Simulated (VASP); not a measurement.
# Lu3As2Pb3 (Pmmm) in VASP: single point with PBE

Aim: the single point of Lu3As2Pb3 with PBE.

Program: VASP 6.6.1. These are calculated values, not measurements. Logs are shortened: lines on timing, memory, paths and dates and some standing lists are left out, and cuts for length are marked.

### 1 The cell of the first run

The structure is orthorhombic, space group Pmmm (No. 47). The conventional cell has a = 4.313 Å, b = 5.441 Å, c = 8.712 Å, α = 90.00°, β = 90.00°, γ = 90.00°. Lu (site symmetry mmm) has 4 Pb at 3.02 Å and 4 As at 3.37 Å and 4 Lu at 3.47 Å within 4.0 Å. Within 4.4 Å of Lu (site symmetry mmm) lie 4 As at 3.20 Å and 8 Pb at 3.47 to 3.53 Å and 4 Lu at 4.31 to 4.36 Å. Lu (site symmetry mmm) has 4 As at 2.94 Å and 4 Pb at 3.45 Å and 4 Lu at 3.47 Å within 3.9 Å. Within 4.0 Å of As (site symmetry mm2) lie 6 Lu at 2.94 to 3.37 Å and 6 Pb at 3.47 to 3.60 Å and 1 As at 3.98 Å. Within 4.0 Å of Pb (site symmetry mm2) lie 6 Lu at 3.02 to 3.53 Å and 2 Pb at 3.11 Å and 4 As at 3.47 Å. Pb (site symmetry mmm) has 4 Pb at 3.11 Å and 4 Lu at 3.47 Å and 4 As at 3.60 Å within 4.1 Å.

### 2 Single point, PBE

INCAR

```
SYSTEM = Lu3As2Pb3
PREC     = Accurate       ! precision mode
ENCUT    = 600            ! plane-wave cutoff, eV
EDIFF    = 1E-6           ! SCF threshold, eV
ISMEAR   = 0              ! smearing method
SIGMA    = 0.1            ! smearing width, eV
LREAL    = .False.        ! projectors in reciprocal space
LASPH    = .True.         ! aspherical terms in the spheres
NELM     = 120            ! most SCF steps
ALGO     = Normal         ! electronic algorithm
ISIF     = 2              ! what is computed and relaxed
LWAVE    = .False.        ! write WAVECAR
LCHARG   = .True.         ! write CHGCAR
GGA      = PE             ! functional
LVHAR    = .True.       
NBANDS   = 74             ! bands
GGA_COMPAT= .False.      
KPAR     = 4
```

KPOINTS

```
Automatic mesh
0
Gamma
  10 8 6
  0 0 0
```

POSCAR

```
Lu3As2Pb3
1.0
    4.3131971512      0.0000000000      0.0000000000
    0.0000000000      5.4413023026      0.0000000000
    0.0000000000      0.0000000000      8.7117550512
Lu As Pb
3 2 3
Direct
    0.0000000000      0.5000000000      0.0000000000
    0.5000000000      0.0000000000      0.5000000000
    0.5000000000      0.0000000000      0.0000000000
    0.0000000000      0.0000000000      0.2287016731
    0.0000000000      0.0000000000      0.7712983269
    0.5000000000      0.5000000000      0.2427090238
    0.5000000000      0.5000000000      0.7572909762
    0.0000000000      0.5000000000      0.5000000000
```

Potentials or basis: VASP PAW PBE potentials, release 64 (Lu, As, Pb_d).

Command:

```console
cat potpaw_PBE.64/Lu/POTCAR potpaw_PBE.64/As/POTCAR potpaw_PBE.64/Pb_d/POTCAR > POTCAR
mpirun -np 4 vasp_std > vasp.out
```

OUTCAR:

```text
SYSTEM = Lu3As2Pb3
   PREC = Accurate
   ENCUT = 600
   EDIFF = 1E-6
   ISMEAR = 0
   LREAL = .False.
   LASPH = .True.
   NELM = 120
   ISIF = 2
   GGA = PE

 ion  position               nearest neighbor table
   1  0.000  0.500  0.000-   6 3.02   7 3.02   6 3.02   7 3.02   3 3.47   3 3.47   3 3.47   3 3.47

   2  0.500  0.000  0.500-   4 3.20   5 3.20   4 3.20   5 3.20   8 3.47   8 3.47   8 3.47   8 3.47
                             6 3.53   6 3.53   7 3.53   7 3.53
   3  0.500  0.000  0.000-   4 2.94   5 2.94   4 2.94   5 2.94   6 3.45   7 3.45   6 3.45   7 3.45
                             1 3.47   1 3.47   1 3.47   1 3.47
   4  0.000  0.000  0.229-   3 2.94   3 2.94   2 3.20   2 3.20   6 3.47   6 3.47   6 3.47   6 3.47

   5  0.000  0.000  0.771-   3 2.94   3 2.94   2 3.20   2 3.20   7 3.47   7 3.47   7 3.47   7 3.47

   6  0.500  0.500  0.243-   1 3.02   1 3.02   8 3.11   8 3.11   3 3.45   3 3.45   4 3.47   4 3.47
                             4 3.47   4 3.47   2 3.53   2 3.53
   7  0.500  0.500  0.757-   1 3.02   1 3.02   8 3.11   8 3.11   3 3.45   3 3.45   5 3.47   5 3.47
                             5 3.47   5 3.47   2 3.53   2 3.53
   8  0.000  0.500  0.500-   6 3.11   7 3.11   6 3.11   7 3.11   2 3.47   2 3.47   2 3.47   2 3.47

  LATTYP: Found a simple orthorhombic cell.
 ALAT       =     4.3131971512
 B/A-ratio  =     1.2615473190
 C/A-ratio  =     2.0197905975

  Lattice vectors:

 A1 = (   4.3131971512,   0.0000000000,   0.0000000000)
 A2 = (   0.0000000000,   5.4413023026,   0.0000000000)
 A3 = (   0.0000000000,   0.0000000000,   8.7117550512)

Analysis of symmetry for initial positions (statically):
=====================================================================
 Subroutine PRICEL returns:
 Original cell was already a primitive cell.

 Routine SETGRP: Setting up the symmetry group for a
 simple orthorhombic supercell.

 Subroutine GETGRP returns: Found  8 space group operations
 (whereof  8 operations were pure point group operations)
 out of a pool of  8 trial point group operations.

The static configuration has the point symmetry D_2h.

Analysis of symmetry for dynamics (positions and initial velocities):
=====================================================================
 Subroutine PRICEL returns:
 Original cell was already a primitive cell.

 Routine SETGRP: Setting up the symmetry group for a
 simple orthorhombic supercell.

 Subroutine GETGRP returns: Found  8 space group operations
 (whereof  8 operations were pure point group operations)
 out of a pool of  8 trial point group operations.

The dynamic configuration has the point symmetry D_2h.

 Subroutine INISYM returns: Found  8 space group operations
 (whereof  8 operations are pure point group operations),
 and found     1 'primitive' translations

----------------------------------------------------------------------------------------

                                     Primitive cell

  volume of cell :     204.4597

  direct lattice vectors                    reciprocal lattice vectors
     4.313197151  0.000000000  0.000000000     0.231846578  0.000000000  0.000000000
     0.000000000  5.441302303  0.000000000     0.000000000  0.183779534  0.000000000
     0.000000000  0.000000000  8.711755051     0.000000000  0.000000000  0.114787433

  length of vectors
     4.313197151  5.441302303  8.711755051     0.231846578  0.183779534  0.114787433

  position of ions in fractional coordinates (direct lattice)
     0.000000000  0.500000000  0.000000000
     0.500000000  0.000000000  0.500000000
     0.500000000  0.000000000  0.000000000
     0.000000000  0.000000000  0.228701673
     0.000000000  0.000000000  0.771298327
     0.500000000  0.500000000  0.242709024
     0.500000000  0.500000000  0.757290976
     0.000000000  0.500000000  0.500000000

  ion indices of the primitive-cell ions
   primitive index   ion index
                 1           1
                 2           2
                 3           3
                 4           4
                 5           5
                 6           6
                 7           7
                 8           8

----------------------------------------------------------------------------------------

 KPOINTS: Automatic mesh

Automatic generation of k-mesh.
 Grid dimensions read from file:
 generate k-points for:   10    8    6

 Generating k-lattice:

  Cartesian coordinates                     Fractional coordinates (reciprocal lattice)
     0.023184658  0.000000000  0.000000000     0.100000000  0.000000000  0.000000000
     0.000000000  0.022972442  0.000000000     0.000000000  0.125000000  0.000000000
     0.000000000  0.000000000  0.019131239     0.000000000  0.000000000  0.166666667

  Length of vectors
     0.023184658  0.022972442  0.019131239

  Shift w.r.t. Gamma in fractional coordinates (k-lattice)
     0.000000000  0.000000000  0.000000000

 Subroutine IBZKPT returns following result:
 ===========================================

 Found    120 irreducible k-points:

 Following reciprocal coordinates:
            Coordinates               Weight
  0.000000  0.000000  0.000000      1.000000
  0.100000  0.000000  0.000000      2.000000
  0.200000  0.000000  0.000000      2.000000
  0.300000  0.000000  0.000000      2.000000
  0.400000  0.000000  0.000000      2.000000
  0.500000  0.000000  0.000000      1.000000
[... 16 lines left out ...]
  0.400000  0.375000  0.000000      4.000000
  0.500000  0.375000  0.000000      2.000000
 [... further k-points ...]
   k-points           NKPTS =    120   k-points in BZ     NKDIM =    120   number of bands    NBANDS=     74
   number of dos      NEDOS =    301   number of ions     NIONS =      8
   total plane-waves  NPLWV = 120960
   dimension x,y,z NGX =    36 NGY =   48 NGZ =   70
   dimension x,y,z NGXF=    72 NGYF=   96 NGZF=  140
   ions per type =               3   2   3
   NGX,Y,Z   is equivalent  to a cutoff of  13.88, 14.67, 13.36 a.u.
   NGXF,Y,Z  is equivalent  to a cutoff of  27.75, 29.33, 26.72 a.u.
 SYSTEM =  Lu3As2Pb3
   PREC   = accura    normal or accurate (medium, high low for compatibility)
   ISTART =      0    job   : 0-new  1-cont  2-samecut
   ICHARG =      2    charge: 1-file 2-atom 10-const
   ISPIN  =      1    spin polarized calculation?
   LNONCOLLINEAR =      F non collinear calculations
   LSORBIT =      F    spin-orbit coupling
   LASPH  =      T    aspherical Exc in radial PAW
   ENCUT  =  600.0 eV  44.10 Ry    6.64 a.u.   8.61 10.87 17.40*2*pi/ulx,y,z
   NELM   =    120;   NELMIN=  2; NELMDL= -5     # of ELM steps
   EDIFF  = 0.1E-05   stopping-criterion for ELM
   LREAL  =      F    real-space projection
   EDIFFG = 0.1E-04   stopping-criterion for IOM
   NSW    =      0    number of steps for IOM
   IBRION =     -1    ionic relax: 0-MD 1-quasi-New 2-CG
   NFREE  =      0    steps in history (QN), initial steepest desc. (CG)
   ISIF   =      2    stress and relaxation
   ISYM   =      2    0-nonsym 1-usesym 2-fastsym
   POTIM  = 0.5000    time-step for ionic-motion
   TEBEG  =    0.0;   TEEND  =   0.0 temperature during run
   PSTRESS=    0.0 pullay stress
   NELECT =     127.0000    total number of electrons
   NUPDOWN=      -1.0000    fix difference up-down
   EMIN   =  10.00;   EMAX   =-10.00  energy-range for DOS
   EFERMI =   0.00;   METHOD = LEGACY
   ISMEAR =     0;   SIGMA  =   0.10  broadening in eV -4-tet -1-fermi 0-gaus
   EFERMI_NEDOS =   21; number of points for ismear=-14 and -15
   IALGO  =     38    algorithm
   IMIX   =      4    mixing-type and parameters
     AMIX     =   0.40;   BMIX     =  1.00
     AMIX_MAG =   1.60;   BMIX_MAG =  1.00
  volume/ion in A,a.u.               =      25.56       172.47
  Fermi-wavevector in a.u.,A,eV,Ry     =   1.396819  2.639605 26.546372  1.951103
  Thomas-Fermi vector in A             =   2.520136
   LORBIT       =      0    0 simple, 1 ext, 2 COOP (PROOUT), +10 PAW based schemes
   GGA     = PE    functional components
   LHFCALC =     F    Hartree Fock is set to
   AEXX    =    0.0000 exact exchange contribution
   IVDW    =     0    specifies the selected vdW correction
   LEPSILON=     F    determine dielectric tensor
   LRPA    =     F    only Hartree local field effects (RPA)
 non-spin polarized calculation
 Gauss-broadening in eV      SIGMA  =   0.10
  energy-cutoff  :      600.00
  volume of cell :      204.46
 maximum number of plane-waves:      6864
 NGX is ok and might be reduce to    36
   NGX = 17   NGY = 21   NGZ = 35

 number of electron     126.9999993 magnetization

 Free energy of the ion-electron system (eV)
  ---------------------------------------------------
  ext. energy  EPLUGINS =         0.00000000
  ---------------------------------------------------
  free energy    TOTEN  =       -36.49069357 eV

  energy without entropy =      -36.46332256  energy(sigma->0) =      -36.47700807

 E-fermi :   5.5630     XC(G=0): -10.7330

 val. band max:        5.5622608779   @ k =   0.4000   0.1250   0.1667
 cond. band min:       5.5660293641   @ k =   0.4000   0.5000   0.1667
 fundamental gap:      0.0037684862
 Fermi energy:         5.5630360469

 k-point     1 :       0.0000    0.0000    0.0000
  band No.  band energies     occupation
      1     -51.6834      2.00000
      2     -50.9473      2.00000
      3     -50.8960      2.00000
      4     -22.3385      2.00000
      5     -22.3034      2.00000
      6     -22.2761      2.00000
[... 66 lines left out ...]
     73       8.3532      0.00000
     74       8.5359      0.00000

 k-point     2 :       0.1000    0.0000    0.0000
  band No.  band energies     occupation
      1     -51.6834      2.00000
      2     -50.9471      2.00000
      3     -50.8961      2.00000
      4     -22.3384      2.00000
      5     -22.3031      2.00000
      6     -22.2785      2.00000
[... 1686 lines left out ...]
 k-point    24 :       0.5000    0.3750    0.0000
  band No.  band energies     occupation
      1     -51.6831      2.00000
      2     -50.9453      2.00000
      3     -50.8973      2.00000
      4     -22.3377      2.00000
      5     -22.3003      2.00000
      6     -22.3000      2.00000
[... 66 lines left out ...]
     73       8.8695      0.00000
     74       9.0746      0.00000

 [... further k-points ...]

------------------------ aborting loop because EDIFF is reached ----------------------------------------

  FORCE on cell =-STRESS in cart. coord.  units (eV):
  Direction    XX          YY          ZZ          XY          YZ          ZX
  --------------------------------------------------------------------------------------
  -------------------------------------------------------------------------------------
  Total        0.1986280      0.1985950      0.2175152      0.0000000      0.0000000      0.0000000
  in kB        1.5564790      1.5562202      1.7044819      0.0000000      0.0000000      0.0000000
  external PRESSURE =       1.6057270 kB  Pullay stress =       0.0000000 kB

 VOLUME and BASIS-vectors are now :
 -----------------------------------------------------------------------------
  energy-cutoff  :      600.00
  volume of cell :      204.46
      direct lattice vectors                 reciprocal lattice vectors
     4.313197151  0.000000000  0.000000000     0.231846578  0.000000000  0.000000000
     0.000000000  5.441302303  0.000000000     0.000000000  0.183779534  0.000000000
     0.000000000  0.000000000  8.711755051     0.000000000  0.000000000  0.114787433

 POSITION                                       TOTAL-FORCE (eV/Angst)
 -----------------------------------------------------------------------------------
      0.00000      2.72065      0.00000         0.000000     -0.000000      0.000000
      2.15660      0.00000      4.35588         0.000000     -0.000000      0.000000
      2.15660      0.00000      0.00000         0.000000     -0.000000      0.000000
      0.00000      0.00000      1.99239         0.000000     -0.000000      0.012698
      0.00000      0.00000      6.71936         0.000000     -0.000000     -0.012698
      2.15660      2.72065      2.11442         0.000000     -0.000000      0.000922
      2.15660      2.72065      6.59733         0.000000      0.000000     -0.000922
      0.00000      2.72065      4.35588         0.000000     -0.000000      0.000000
 -----------------------------------------------------------------------------------
    total drift:                                0.000000      0.000000     -0.000000

  FREE ENERGIE OF THE ION-ELECTRON SYSTEM (eV)
  ---------------------------------------------------
  free  energy   TOTEN  =       -36.4906935672 eV

  energy  without entropy=      -36.4633225648  energy(sigma->0) =      -36.47700807
```

It took 12 min on 4 MPI ranks of Intel Xeon Platinum 8488C (Sapphire Rapids), shared host; peak memory 1.6 GiB.

What came out:

| Property | Result |
| --- | --- |
| Free energy | -36.4907 eV |
| Pressure | 0.2 GPa |
| Largest force | 0.013 eV/Å |
| Band gap on the k mesh | zero (an odd number of electrons rules out a gap without spin polarisation) |

Forces on the atoms (eV/Å):
```
Lu   0.000  0.000  0.000
Lu   0.000  0.000  0.000
Lu   0.000  0.000  0.000
As   0.000  0.000  0.013
As   0.000  0.000 -0.013
Pb   0.000  0.000  0.001
Pb   0.000  0.000 -0.001
Pb   0.000  0.000  0.000
```

Levels at points of the mesh, in eV from the Fermi level:
```csv
k point,band 61,band 62,band 63,band 64,band 65,band 66
"(0.00, 0.00, 0.00)",0.07,0.28,0.35,0.63,0.67,0.70
"(0.50, 0.00, 0.00)",-1.70,-1.42,-1.36,-1.25,-0.69,-0.16
"(0.00, 0.50, 0.00)",-1.17,-1.16,-0.91,-0.69,-0.29,0.07
"(0.50, 0.50, 0.00)",-0.93,-0.75,0.13,0.17,0.94,1.38
"(0.00, 0.00, 0.50)",-0.21,0.00,0.06,0.35,0.78,1.27
"(0.50, 0.00, 0.50)",-1.89,-1.74,-1.58,-1.12,-0.36,0.31
"(0.00, 0.50, 0.50)",-1.10,-1.04,-0.88,0.35,0.46,1.13
"(0.50, 0.50, 0.50)",-1.16,-0.98,-0.50,0.59,1.22,1.61
```

Caveat: spin-orbit coupling is left out, which moves the levels of the heavy elements.
